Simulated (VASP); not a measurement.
## Ir: electric field gradients with PBEsol

Ir:

```
Ir
1.0
     0.00000    1.91328    1.91328
     1.91328    0.00000    1.91328
     1.91328    1.91328    0.00000
Ir
1
Direct
  0.00000 0.00000 0.00000
```

This cell differs from its parent crystal: volume scaled by 0.99.

```json
{
 "Program": "VASP 6.6.1",
 "Task": "electric field gradients",
 "Functional": "PBEsol",
 "Potentials or basis": "VASP PAW PBE potentials, release 64 (Ir)",
 "Cutoff": "520 eV",
 "k mesh": "18 × 18 × 18",
 "Occupations": "fermi-dirac, width 0.05 eV",
 "Spin": "no spin polarisation",
 "Dipole correction": "no",
 "Further INCAR settings": "ALGO = Normal; EDIFF = 1e-08; NBANDS = 10"
}
```

| Item | Value |
| --- | --- |
| Pressure | 2.2 GPa |

Levels at points of the mesh, in eV from the Fermi level:
```csv
k point,band 2,band 3,band 4,band 5,band 6,band 7
"(0.00, 0.00, 0.00)",-4.00,-4.00,-4.00,-1.24,-1.24,14.26
"(0.50, 0.00, 0.00)",-4.10,-4.10,-0.88,0.89,0.89,7.29
"(0.50, 0.50, 0.00)",-7.51,0.87,1.47,1.47,1.61,10.57
```

It took 19 s on 1 thread of Intel Xeon 6975P-C, with other jobs on the host, peak memory 0.15 GiB.

Caveat: without QUAD_EFG the Cq values of the log hold for a quadrupole moment of 1 mb, not for the nuclei; the PAW data sets were made with another functional, which shifts forces and pressure a little; spin-orbit coupling is left out, which moves the levels of the heavy elements.
